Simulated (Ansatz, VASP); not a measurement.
# Al3GaN4: VASP beside Ansatz

File POSCAR:

```
Al3GaN4
1.0
    5.0380821985      0.0000000000      0.0000609633
    0.0000000000      2.8124539446      0.0000000000
   -0.0032907418      0.0000000000      5.4103929818
Al Ga N
3 1 4
Direct
    0.5002216625      0.5000000000      0.1672550745
    0.0006683705      0.5000000000      0.8349019374
    0.0010043255      0.0000000000      0.3316444641
    0.4994946875      0.0000000000      0.6662044640
    0.1107069781      0.0000000000      0.6663170124
    0.1226755900      0.5000000000      0.1671322918
    0.6254135993      0.5000000000      0.8406810063
    0.6234137866      0.0000000000      0.3258647496
```

File INCAR.step1:

```
SYSTEM = Al3GaN4
PREC = Accurate
ENCUT = 520
ISMEAR = 0
SIGMA = 0.05
LREAL = .FALSE.
LASPH = .TRUE.
NELM = 60
NBANDS = 31
GGA = PE
ALGO = Normal
EDIFF = 1E-4
LWAVE = .TRUE.
LCHARG = .FALSE.
```

The input INCAR.step2:

```
SYSTEM = Al3GaN4
PREC = Accurate
ENCUT = 520
EDIFF = 1E-6
ISMEAR = 0
SIGMA = 0.05
LREAL = .FALSE.
LASPH = .TRUE.
NELM = 60
ALGO = Normal
ISIF = 2
LWAVE = .FALSE.
LCHARG = .TRUE.
METAGGA = R2SCAN
LMIXTAU = .TRUE.
LELF = .TRUE.
LVHAR = .TRUE.
NBANDS = 31
ISTART = 1
```

Contents of KPOINTS:

```
Automatic mesh
0
G
  6 8 4
  0 0 0
```

Input for Ansatz:

```yaml
crystal:
  lattice:
    - [5.0380821985, 0.0, 6.09633e-05]
    - [0.0, 2.8124539446, 0.0]
    - [-0.0032907418, 0.0, 5.4103929818]
  atoms:
    - { symbol: Al, position: [0.5002216625, 0.5, 0.1672550745] }
    - { symbol: Al, position: [0.0006683705, 0.5, 0.8349019374] }
    - { symbol: Al, position: [0.0010043255, 0.0, 0.3316444641] }
    - { symbol: Ga, position: [0.4994946875, 0.0, 0.666204464] }
    - { symbol: "N", position: [0.1107069781, 0.0, 0.6663170124] }
    - { symbol: "N", position: [0.12267559, 0.5, 0.1671322918] }
    - { symbol: "N", position: [0.6254135993, 0.5, 0.8406810063] }
    - { symbol: "N", position: [0.6234137866, 0.0, 0.3258647496] }
basis:
  ecutwfc: 500
kpoints:
  mp_grid: { grid: [6, 8, 4] }
hamiltonian:
  xc: r2scan
scf:
  occupations: { method: gaussian, width: 0.05 }
output:
  forces: true
  stress: true
  eigenvalues: true
```

Change from the starting cell: strain -0.1000 x Voigt [0, 1, 0, 0, 0, 0], atoms carried along.

Alike in both runs: task single point; functional r2SCAN; k mesh 6 × 8 × 4; occupations gaussian, width 0.05 eV; no spin polarisation.

|  | VASP | Ansatz |
| --- | --- | --- |
| version | VASP 6.6.1 | Ansatz 0.2.0 |
| potentials or method | VASP PAW PBE potentials, release 64 (Al, Ga_d, N), cutoff 520 eV | scalar-relativistic, plane waves, PAW |
| valence electrons in the cell | 42 | 42 |

|  | VASP | Ansatz | Ansatz less VASP |
| --- | --- | --- | --- |
| gap on the k mesh at the Fermi level (eV) | 4.21 | 4.20 | -0.010 |
| least direct gap on the mesh (eV) | 4.21 | 4.20 | -0.010 |
| pressure (GPa) | 30.3 | 30.0 | -0.29 |
| traceless stress, the component that is largest in VASP (GPa) | 36.89 | 36.46 | -0.422 |
| rms of the force components (eV/Å) | 1.080 | 1.054 | -0.0261 |

VASP's potentials were made for PBE, not for r2SCAN. Atom by atom the forces differ by 0.039 eV/Å (rms over components). Both programs put the cell under a high pressure, so it lies far from rest at this level.
